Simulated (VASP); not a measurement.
# AlSi24H10Cl3 in VASP: single point with PBE

Aim: the single point of AlSi24H10Cl3 with PBE.

Program: VASP 6.6.1. These are calculated values, not measurements. Logs are shortened: lines on timing, memory, paths and dates and some standing lists are left out, and cuts for length are marked.

## Step 1: The cell of the first run

The cell holds a slab with vacuum, 38 atoms: a = 11.519 Å, b = 7.679 Å, c = 18.869 Å, α = 90.00°, β = 90.00°, γ = 60.00°.

## Step 2: Single point, PBE

Input file INCAR:

```
SYSTEM = AlSi24H10Cl3
ALGO     = Normal         ! electronic algorithm
EDIFF    = 1E-6           ! SCF threshold, eV
ENCUT    = 520            ! plane-wave cutoff, eV
GGA      = PE             ! functional
ISIF     = 2              ! what is computed and relaxed
ISMEAR   = -1             ! smearing method
LASPH    = .TRUE.         ! aspherical terms in the spheres
LCHARG   = .TRUE.         ! write CHGCAR
LELF     = .TRUE.         ! ELF
LREAL    = Auto         
LVHAR    = .TRUE.       
LWAVE    = .FALSE.        ! write WAVECAR
NBANDS   = 90             ! bands
NELM     = 100            ! most SCF steps
PREC     = Accurate       ! precision mode
SIGMA    = 0.05           ! smearing width, eV
```

Input file KPOINTS:

```
k-points
0
G
  2 2 1
  0 0 0
```

Input file POSCAR:

```
AlSi24H10Cl3
1.0
   11.5187690000      0.0000000000      0.0000000000
    3.8395900000      6.6503650000      0.0000000000
    0.0000000000      0.0000000000     18.8687650000
H Si Al Cl
10 24 1 3
Direct
    0.1111111000      0.1666667000      0.0529976000
    0.4444444000      0.1666667000      0.0529976000
    0.7777778000      0.1666667000      0.0529976000
    0.1111111000      0.6666667000      0.0529976000
    0.4444444000      0.6666667000      0.0529976000
    0.7777778000      0.6666667000      0.0529976000
    0.6800788017     -0.0011526855      0.4146439391
    0.0005922337      0.5002419965      0.4169696903
    0.3363249722      0.4938974003      0.4189584047
    0.6689493837      0.5006332151      0.4185791071
    0.1111111000      0.1666667000      0.1324941000
    0.4444444000      0.1666667000      0.1324941000
    0.7777778000      0.1666667000      0.1324941000
    0.1111111000      0.6666667000      0.1324941000
    0.4444444000      0.6666667000      0.1324941000
    0.7777778000      0.6666667000      0.1324941000
   -0.1105709594      0.3328143745      0.1723687201
    0.2223404875      0.3328785013      0.1742998534
    0.5554594145      0.3333733112      0.1731437761
   -0.1106517871      0.8322582575      0.1700483137
    0.2208040527      0.8346959063      0.1756811443
    0.5554957879      0.8344900949      0.1751355141
   -0.1134879832      0.3391073429      0.2973708801
    0.2324220798      0.3116354937      0.2991623969
    0.5533311004      0.3415775509      0.2984985736
   -0.1073014709      0.8203143391      0.2938935386
    0.2337511632      0.8379657123      0.3027755137
    0.5395595383      0.8437089415      0.3014871455
    0.0010384077     -0.0038664035      0.3266537796
    0.3324040573      0.0042075655      0.3640424754
    0.6672842376     -0.0008033431      0.3291924937
    0.0090796808      0.4890296993      0.3376212730
    0.3301660062      0.4993366440      0.3393399068
    0.6651212864      0.5074792536      0.3391375734
    0.7755055778     -0.0013770811      0.4881157329
    0.8320159166     -0.2755750671      0.5382198456
    0.9624119739      0.0022225014      0.4507378543
    0.6480484039      0.2704859950      0.5391518888
```

Potentials or basis: VASP PAW PBE potentials, release 64 (H, Si, Al, Cl).

The run is started by

```console
$ cat potpaw_PBE.64/H/POTCAR potpaw_PBE.64/Si/POTCAR potpaw_PBE.64/Al/POTCAR potpaw_PBE.64/Cl/POTCAR > POTCAR
$ mpirun -np 1 vasp_std > vasp.out
```

OUTCAR:

```text
SYSTEM = AlSi24H10Cl3
   EDIFF = 1E-6
   ENCUT = 520
   GGA = PE
   ISIF = 2
   ISMEAR = -1
   LASPH = .TRUE.
   LREAL = Auto
   NELM = 100
   PREC = Accurate

 ion  position               nearest neighbor table
   1  0.111  0.167  0.053-  11 1.50
   2  0.444  0.167  0.053-  12 1.50
   3  0.778  0.167  0.053-  13 1.50
   4  0.111  0.667  0.053-  14 1.50
   5  0.444  0.667  0.053-  15 1.50
   6  0.778  0.667  0.053-  16 1.50
   7  0.680  0.999  0.415-  31 1.62  35 1.77
   8  0.001  0.500  0.417-  32 1.50
   9  0.336  0.494  0.419-  33 1.50
  10  0.669  0.501  0.419-  34 1.50
  11  0.111  0.167  0.132-   1 1.50  17 2.34  18 2.35  21 2.35
  12  0.444  0.167  0.132-   2 1.50  19 2.35  22 2.35  18 2.35
  13  0.778  0.167  0.132-   3 1.50  20 2.33  17 2.34  19 2.35
  14  0.111  0.667  0.132-   4 1.50  20 2.32  18 2.36  21 2.36
  15  0.444  0.667  0.132-   5 1.50  19 2.35  22 2.36  21 2.38
  16  0.778  0.667  0.132-   6 1.50  20 2.32  17 2.34  22 2.36
[... 11 lines left out ...]
  28  0.540  0.844  0.301-  34 2.35  31 2.37  30 2.38  22 2.39
  29  0.001  0.996  0.327-  26 2.33  23 2.35  27 2.37  37 2.38
  30  0.332  0.004  0.364-  28 2.38  24 2.38  27 2.39
  31  0.667  0.999  0.329-   7 1.62  26 2.35  25 2.35  28 2.37  35 3.25
  32  0.009  0.489  0.338-   8 1.50  24 2.34  23 2.35  26 2.35
  33  0.330  0.499  0.339-   9 1.50  24 2.35  25 2.36  27 2.36
  34  0.665  0.507  0.339-  10 1.50  23 2.34  25 2.35  28 2.35
  35  0.776  0.999  0.488-   7 1.77  38 2.09  36 2.09  37 2.28  31 3.25
  36  0.832  0.724  0.538-  35 2.09
  37  0.962  0.002  0.451-  35 2.28  29 2.38
  38  0.648  0.270  0.539-  35 2.09

  LATTYP: Found a simple monoclinic cell.
 ALAT       =     7.6791800344
 B/A-ratio  =     2.4571327818
 C/A-ratio  =     1.3228755546
 COS(beta)  =    -0.1889823052

  Lattice vectors:

 A1 = (   3.8395900000,   6.6503650000,   0.0000000000)
 A2 = (   0.0000000000,   0.0000000000,  18.8687650000)
 A3 = (   7.6791790000,  -6.6503650000,   0.0000000000)

Analysis of symmetry for initial positions (statically):
=====================================================================
 Subroutine PRICEL returns:
 Original cell was already a primitive cell.

 Routine SETGRP: Setting up the symmetry group for a
 simple monoclinic supercell.

 Subroutine GETGRP returns: Found  1 space group operations
 (whereof  1 operations were pure point group operations)
 out of a pool of  4 trial point group operations.

The static configuration has the point symmetry C_1 .

Analysis of symmetry for dynamics (positions and initial velocities):
=====================================================================
 Subroutine PRICEL returns:
 Original cell was already a primitive cell.

 Routine SETGRP: Setting up the symmetry group for a
 simple monoclinic supercell.

 Subroutine GETGRP returns: Found  1 space group operations
 (whereof  1 operations were pure point group operations)
 out of a pool of  4 trial point group operations.

The dynamic configuration has the point symmetry C_1 .

 Subroutine INISYM returns: Found  1 space group operations
 (whereof  1 operations are pure point group operations),
 and found     1 'primitive' translations

----------------------------------------------------------------------------------------

                                     Primitive cell

  volume of cell :    1445.4232

  direct lattice vectors                    reciprocal lattice vectors
    11.518769000  0.000000000  0.000000000     0.086814832 -0.050122567  0.000000000
     3.839590000  6.650365000  0.000000000     0.000000000  0.150367687  0.000000000
     0.000000000  0.000000000 18.868765000     0.000000000  0.000000000  0.052997639

  length of vectors
    11.518769000  7.679180034 18.868765000     0.100245134  0.150367687  0.052997639

  position of ions in fractional coordinates (direct lattice)
     0.111111100  0.166666700  0.052997600
     0.444444400  0.166666700  0.052997600
     0.777777800  0.166666700  0.052997600
     0.111111100  0.666666700  0.052997600
     0.444444400  0.666666700  0.052997600
     0.777777800  0.666666700  0.052997600
[... 30 lines left out ...]
     0.962411974  0.002222501  0.450737854
     0.648048404  0.270485995  0.539151889

  ion indices of the primitive-cell ions
   primitive index   ion index
                 1           1
                 2           2
                 3           3
                 4           4
                 5           5
                 6           6
[... 30 lines left out ...]
                37          37
                38          38

----------------------------------------------------------------------------------------

 KPOINTS: k-points

Automatic generation of k-mesh.
 Grid dimensions read from file:
 generate k-points for:    2    2    1

 Generating k-lattice:

  Cartesian coordinates                     Fractional coordinates (reciprocal lattice)
     0.043407416 -0.025061283  0.000000000     0.500000000  0.000000000  0.000000000
     0.000000000  0.075183843  0.000000000     0.000000000  0.500000000  0.000000000
     0.000000000  0.000000000  0.052997639     0.000000000  0.000000000  1.000000000

  Length of vectors
     0.050122567  0.075183843  0.052997639

  Shift w.r.t. Gamma in fractional coordinates (k-lattice)
     0.000000000  0.000000000  0.000000000

 Subroutine IBZKPT returns following result:
 ===========================================

 Found      4 irreducible k-points:

 Following reciprocal coordinates:
            Coordinates               Weight
  0.000000  0.000000  0.000000      1.000000
  0.500000 -0.000000  0.000000      1.000000
  0.000000  0.500000  0.000000      1.000000
  0.500000  0.500000  0.000000      1.000000
   k-points           NKPTS =      4   k-points in BZ     NKDIM =      4   number of bands    NBANDS=     90
   number of dos      NEDOS =    301   number of ions     NIONS =     38
   total plane-waves  NPLWV = 756000
   dimension x,y,z NGX =    90 NGY =   60 NGZ =  140
   dimension x,y,z NGXF=   180 NGYF=  120 NGZF=  280
   ions per type =              10  24   1   3
   NGX,Y,Z   is equivalent  to a cutoff of  12.99, 12.99, 12.33 a.u.
   NGXF,Y,Z  is equivalent  to a cutoff of  25.98, 25.98, 24.67 a.u.
 SYSTEM =  AlSi24H10Cl3
   PREC   = accura    normal or accurate (medium, high low for compatibility)
   ISTART =      0    job   : 0-new  1-cont  2-samecut
   ICHARG =      2    charge: 1-file 2-atom 10-const
   ISPIN  =      1    spin polarized calculation?
   LNONCOLLINEAR =      F non collinear calculations
   LSORBIT =      F    spin-orbit coupling
   LASPH  =      T    aspherical Exc in radial PAW
   ENCUT  =  520.0 eV  38.22 Ry    6.18 a.u.  21.42 14.28 35.08*2*pi/ulx,y,z
   NELM   =    100;   NELMIN=  2; NELMDL= -5     # of ELM steps
   EDIFF  = 0.1E-05   stopping-criterion for ELM
   LREAL  =      T    real-space projection
   EDIFFG = 0.1E-04   stopping-criterion for IOM
   NSW    =      0    number of steps for IOM
   IBRION =     -1    ionic relax: 0-MD 1-quasi-New 2-CG
   NFREE  =      0    steps in history (QN), initial steepest desc. (CG)
   ISIF   =      2    stress and relaxation
   ISYM   =      2    0-nonsym 1-usesym 2-fastsym
   POTIM  = 0.5000    time-step for ionic-motion
   TEBEG  =    0.0;   TEEND  =   0.0 temperature during run
   PSTRESS=    0.0 pullay stress
   NELECT =     130.0000    total number of electrons
   NUPDOWN=      -1.0000    fix difference up-down
   EMIN   =  10.00;   EMAX   =-10.00  energy-range for DOS
   EFERMI =   0.00;   METHOD = LEGACY
   ISMEAR =    -1;   SIGMA  =   0.05  broadening in eV -4-tet -1-fermi 0-gaus
   EFERMI_NEDOS =   21; number of points for ismear=-14 and -15
   IALGO  =     38    algorithm
   IMIX   =      4    mixing-type and parameters
     AMIX     =   0.40;   BMIX     =  1.00
     AMIX_MAG =   1.60;   BMIX_MAG =  1.00
  volume/ion in A,a.u.               =      38.04       256.69
  Fermi-wavevector in a.u.,A,eV,Ry     =   0.733484  1.386085  7.319928  0.538000
  Thomas-Fermi vector in A             =   1.826204
   LORBIT       =      0    0 simple, 1 ext, 2 COOP (PROOUT), +10 PAW based schemes
   GGA     = PE    functional components
   LHFCALC =     F    Hartree Fock is set to
   AEXX    =    0.0000 exact exchange contribution
   IVDW    =     0    specifies the selected vdW correction
   LEPSILON=     F    determine dielectric tensor
   LRPA    =     F    only Hartree local field effects (RPA)
 non-spin polarized calculation
  energy-cutoff  :      520.00
  volume of cell :     1445.42
 maximum number of plane-waves:     38958
 NGX is ok and might be reduce to    90
   NGX = 43   NGY = 29   NGZ = 71

 number of electron     130.0000004 magnetization

 Free energy of the ion-electron system (eV)
  ---------------------------------------------------
  ext. energy  EPLUGINS =         0.00000000
  ---------------------------------------------------
  free energy    TOTEN  =      -175.35539640 eV

  energy without entropy =     -175.35536854  energy(sigma->0) =     -175.35538247

 E-fermi :  -0.2918     XC(G=0):  -4.7447

 val. band max:       -0.8368186974   @ k =   0.0000   0.0000   0.0000
 cond. band min:       0.2376600731   @ k =   0.0000   0.0000   0.0000
 fundamental gap:      1.0744787704
 Fermi energy:        -0.2918240630

 k-point     1 :       0.0000    0.0000    0.0000
  band No.  band energies     occupation
      1     -17.8294      2.00000
      2     -16.5459      2.00000
      3     -16.3044      2.00000
      4     -12.1904      2.00000
      5     -11.1227      2.00000
      6     -11.0232      2.00000
[... 69 lines left out ...]
     76       1.7071      0.00000
     77       1.8936      0.00000

 k-point     2 :       0.5000   -0.0000    0.0000
  band No.  band energies     occupation
      1     -17.8294      2.00000
      2     -16.5459      2.00000
      3     -16.3044      2.00000
      4     -11.9842      2.00000
      5     -11.7329      2.00000
      6     -10.8948      2.00000
[... 69 lines left out ...]
     76       1.8574      0.00000
     77       1.9276      0.00000

 k-point     3 :       0.0000    0.5000    0.0000
  band No.  band energies     occupation
      1     -17.8290      2.00000
      2     -16.5432      2.00000
      3     -16.3079      2.00000
      4     -11.5922      2.00000
      5     -11.4503      2.00000
      6     -11.1959      2.00000
[... 69 lines left out ...]
     76       2.0873      0.00000
     77       2.1632      0.00000

 k-point     4 :       0.5000    0.5000    0.0000
  band No.  band energies     occupation
      1     -17.8290      2.00000
      2     -16.5432      2.00000
      3     -16.3079      2.00000
      4     -11.7201      2.00000
      5     -11.5680      2.00000
      6     -10.7716      2.00000
[... 69 lines left out ...]
     76       2.3392      0.00000
     77       2.4146      0.00000
 [bands above 77 left out]

------------------------ aborting loop because EDIFF is reached ----------------------------------------

  FORCE on cell =-STRESS in cart. coord.  units (eV):
  Direction    XX          YY          ZZ          XY          YZ          ZX
  --------------------------------------------------------------------------------------
  -------------------------------------------------------------------------------------
  Total        3.2502886      6.2597226      0.1461258      1.7351734      0.0072605     -0.0043477
  in kB        3.6027778      6.9385807      0.1619730      1.9233505      0.0080478     -0.0048192
  external PRESSURE =       3.5677772 kB  Pullay stress =       0.0000000 kB

 VOLUME and BASIS-vectors are now :
 -----------------------------------------------------------------------------
  energy-cutoff  :      520.00
  volume of cell :     1445.42
      direct lattice vectors                 reciprocal lattice vectors
    11.518769000  0.000000000  0.000000000     0.086814832 -0.050122567  0.000000000
     3.839590000  6.650365000  0.000000000     0.000000000  0.150367687  0.000000000
     0.000000000  0.000000000 18.868765000     0.000000000  0.000000000  0.052997639

 POSITION                                       TOTAL-FORCE (eV/Angst)
 -----------------------------------------------------------------------------------
      1.91979      1.10839      1.00000        -0.025452     -0.023173     -0.050853
      5.75938      1.10839      1.00000         0.045215     -0.011081     -0.056120
      9.59897      1.10839      1.00000        -0.002395      0.011457     -0.052753
      3.83959      4.43358      1.00000         0.038526      0.010979     -0.077636
      7.67918      4.43358      1.00000        -0.009270      0.021796     -0.043152
     11.51877      4.43358      1.00000        -0.037778     -0.018878     -0.071077
[... 30 lines left out ...]
     11.09433      0.01478      8.50487        -0.013430     -0.002188     -0.002507
      8.50328      1.79883     10.17313         0.009470     -0.026480     -0.013009
 -----------------------------------------------------------------------------------
    total drift:                                0.000858     -0.008056     -0.001791

  FREE ENERGIE OF THE ION-ELECTRON SYSTEM (eV)
  ---------------------------------------------------
  free  energy   TOTEN  =      -175.3553964049 eV

  energy  without entropy=     -175.3553685350  energy(sigma->0) =     -175.35538247
```

Wall time 22 min (1 thread of Intel Xeon Platinum 8488C (Sapphire Rapids), shared host); peak memory 1.5 GiB.

Results:

- Free energy: -175.3554 eV
- Largest force: 0.313 eV/Å
- Band gap on the k mesh: 1.07 eV

Forces in eV/Å, atoms in the order of the input:
```
H   -0.025 -0.023 -0.051
H    0.045 -0.011 -0.056
H   -0.002  0.011 -0.053
H    0.039  0.011 -0.078
H   -0.009  0.022 -0.043
H   -0.038 -0.019 -0.071
H    0.009  0.003  0.000
H    0.002  0.000 -0.005
H   -0.001 -0.001 -0.006
H   -0.001  0.001 -0.006
Si   0.184 -0.085  0.062
Si  -0.114 -0.021  0.046
Si  -0.044  0.110 -0.020
Si   0.244 -0.174  0.055
Si  -0.024  0.164  0.265
Si  -0.253  0.019 -0.038
Si  -0.001 -0.002 -0.003
Si   0.000 -0.001  0.004
Si  -0.002 -0.002 -0.003
Si  -0.001  0.003  0.006
Si   0.001  0.002  0.002
Si  -0.001 -0.002  0.000
Si  -0.001 -0.001  0.000
Si   0.000  0.004  0.005
Si   0.003  0.001  0.001
Si   0.001  0.002 -0.002
Si  -0.002 -0.005 -0.003
Si   0.000 -0.002  0.006
Si   0.001  0.000  0.001
Si   0.000 -0.003 -0.009
Si  -0.001 -0.001 -0.005
Si  -0.002  0.001  0.001
Si   0.003  0.002  0.004
Si   0.000 -0.001  0.003
Al  -0.009  0.000  0.018
Cl   0.005  0.026 -0.014
Cl  -0.013 -0.002 -0.003
Cl   0.009 -0.026 -0.013
```

Levels at points of the mesh, in eV from the valence-band top:
| k point | band 62 | band 63 | band 64 | band 65 | band 66 | band 67 | band 68 | band 69 |
| --- | --- | --- | --- | --- | --- | --- | --- | --- |
| (0.00, 0.00, 0.00) | -0.59 | -0.15 | -0.04 | 0.00 | 1.07 | 1.25 | 1.43 | 1.59 |
| (0.50, 0.00, 0.00) | -1.06 | -0.54 | -0.32 | -0.13 | 1.09 | 1.31 | 1.40 | 1.61 |
| (0.00, 0.50, 0.00) | -1.22 | -0.83 | -0.78 | -0.07 | 1.28 | 1.51 | 1.78 | 1.98 |
| (0.50, 0.50, 0.00) | -1.44 | -1.03 | -0.84 | -0.02 | 1.39 | 1.71 | 2.46 | 2.46 |
